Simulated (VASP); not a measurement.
Set up this calculation in VASP 6.6.1, as the native input.

```
Task                   : single point
Functional             : PBEsol
Potentials or basis    : VASP PAW PBE potentials, release 64 (W_sv, C, F, H)
Cutoff                 : 520 eV
k mesh                 : 3 × 3 × 1
Occupations            : gaussian, width 0.1 eV
Spin                   : no spin polarisation
Dipole correction      : no
Further INCAR settings : LREAL = Auto; ALGO = Normal; EDIFF = 1e-06; NBANDS = 131
```

The structure of HW12C12F lies in POSCAR:

```
HW12C12F
1.0
    5.7958000000      0.0000000000      0.0000000000
   -2.8979000000      5.0193100000      0.0000000000
    0.0000000000      0.0000000000     20.0722500000
W C F H
12 12 1 1
Direct
    0.0000000000      0.0000000000      0.0498200000
    0.0000781284      0.0000290526      0.1904246727
   -0.0000945195      0.0002650152      0.3341417977
    0.0000000000      0.5000000000      0.0498200000
    0.0000490785      0.5000592247      0.1904370507
   -0.0001322780      0.4997398837      0.3341179415
    0.5000000000      0.0000000000      0.0498200000
    0.4999617660      0.0000078243      0.1904298706
    0.5007913613      0.0004610639      0.3341664448
    0.5000000000      0.5000000000      0.0498200000
    0.4999672018      0.4999695903      0.1904228300
    0.5001021939      0.5000547493      0.3340905905
    0.3333333000      0.1666667000      0.1202880000
    0.3333344328      0.1666816502      0.2590486017
    0.3337694057      0.1667786253      0.3884762653
    0.3333333000      0.6666667000      0.1202880000
    0.3333763432      0.6666953946      0.2590423429
    0.3338039466      0.6670903801      0.3884580252
    0.8333333000      0.1666667000      0.1202880000
    0.8333901195      0.1666800580      0.2590691265
    0.8332111916      0.1667317674      0.3892174194
    0.8333333000      0.6666667000      0.1202880000
    0.8334907970      0.6668039216      0.2590506765
    0.8330669586      0.6666049880      0.3884817739
    0.1096566576      0.3230150313      0.5169884041
    0.0037445359      0.2663838107      0.4779743655
```

These files were run (other wordings do the same):

INCAR

```
PREC     = Accurate       # precision mode
ENCUT    = 520            # plane-wave cutoff, eV
EDIFF    = 1E-6           # SCF threshold, eV
ISMEAR   = 0              # smearing method
SIGMA    = 0.1            # smearing width, eV
LREAL    = Auto         
LASPH    = True           # aspherical terms in the spheres
NELM     = 100            # most SCF steps
ALGO     = Normal         # electronic algorithm
ISIF     = 2              # what is computed and relaxed
LWAVE    = False          # write WAVECAR
LCHARG   = True           # write CHGCAR
GGA      = PS             # functional
LELF     = True           # ELF
LVHAR    = True         
NBANDS   = 131            # bands
```

KPOINTS

```
Automatic mesh
0
Gamma
  3 3 1
```

Potentials or basis: VASP PAW PBE potentials, release 64 (W_sv, C, F, H).

Launch:

```console
$ cat potpaw_PBE.64/W_sv/POTCAR potpaw_PBE.64/C/POTCAR potpaw_PBE.64/F/POTCAR potpaw_PBE.64/H/POTCAR > POTCAR
$ mpirun -np 1 vasp_std > vasp.out
```

It gave:

The largest force is 1.007 eV/Å and the band gap on the k mesh is zero (band 112 reaches 1.87 eV, above the bottom of band 113 at 0.80 eV).

Caveat: the k points lie up to 0.42 Å⁻¹ apart; the PAW data sets were made with another functional, which shifts forces and pressure a little; spin-orbit coupling is left out, which moves the levels of the heavy elements.

It took 29 min on 1 thread of AMD EPYC 7R13 Processor (Zen 3), with other jobs on the host, peak memory 0.83 GiB.
